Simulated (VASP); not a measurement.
## SiC: single point with PBE

Crystal: SiC.

```xyz
2
Lattice="0.0000 2.1780 2.1780 2.1780 0.0000 2.1780 2.1780 2.1780 0.0000" Properties=species:S:1:pos:R:3 pbc="T T T"
Si    1.0890    1.0890    1.0890
C     0.0000    0.0000    0.0000
```

- Program: VASP 6.6.1
- Task: single point
- Functional: PBE
- Potentials or basis: VASP PAW PBE potentials, release 64 (Si, C)
- Cutoff: 520 eV
- k mesh: 10 × 10 × 10
- Occupations: fermi-dirac, width 0.02 eV
- Spin: no spin polarisation

The pressure is 3.5 GPa and the band gap on the k mesh is 1.36 eV, indirect (least direct gap 4.54 eV).

Levels at points of the mesh, in eV from the valence-band top:
| k point | band 1 | band 2 | band 3 | band 4 | band 5 | band 6 | band 7 | band 8 |
| --- | --- | --- | --- | --- | --- | --- | --- | --- |
| (0.00, 0.00, 0.00) | -15.41 | 0.00 | 0.00 | 0.00 | 6.25 | 7.32 | 7.32 | 7.32 |
| (0.50, 0.00, 0.00) | -11.84 | -8.54 | -1.05 | -1.05 | 5.45 | 7.23 | 7.23 | 10.06 |
| (0.50, 0.50, 0.00) | -10.39 | -7.80 | -3.19 | -3.19 | 1.36 | 4.33 | 14.05 | 14.05 |

Run time: 3.9 s on 1 thread of Intel(R) Xeon(R) Platinum 8481C CPU @ 2.70GHz (Sapphire Rapids), with other jobs on the host, peak memory 0.13 GiB.

A k mesh can miss the band edges. A hybrid or GW would open this gap; PBE tends to underestimate it.
